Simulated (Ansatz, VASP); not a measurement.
# One calculation of Re, two programs

```
Re
1.0
     2.73919    0.00000    0.00000
    -1.36959    2.37221    0.00000
     0.00000    0.00000    4.41187
Re
2
Direct
  0.33333 0.66667 0.25000
  0.66667 0.33333 0.75000
```

Alike in both runs: task single point; functional LDA; k mesh 13 × 13 × 7; occupations fermi-dirac, width 0.1 eV; no spin polarisation.

|  | VASP | Ansatz |
| --- | --- | --- |
| version | VASP 6.6.1 | Ansatz 0.2.0 |
| potentials or method | VASP PAW LDA potentials, release 64 (Re), cutoff 600 eV | plane waves (500 eV) with PAW, scalar-relativistic |
| valence electrons in the cell | 14 | 30 |

```csv
,VASP,Ansatz,Ansatz less VASP
pressure (GPa),1.7,0.0,-1.69
"traceless stress, the component that is largest in VASP (GPa)",-0.11,0.00,+0.110
```

Ansatz warns that its potentials were made for another functional, while VASP's fit it. LDA's correlation is that of Perdew and Zunger in VASP and of Perdew and Wang (1992) in Ansatz. VASP's potentials hold 14 valence electrons a cell and Ansatz's 30, so a difference there can come from the potentials and not from the codes.

Neither program's run includes spin-orbit coupling.
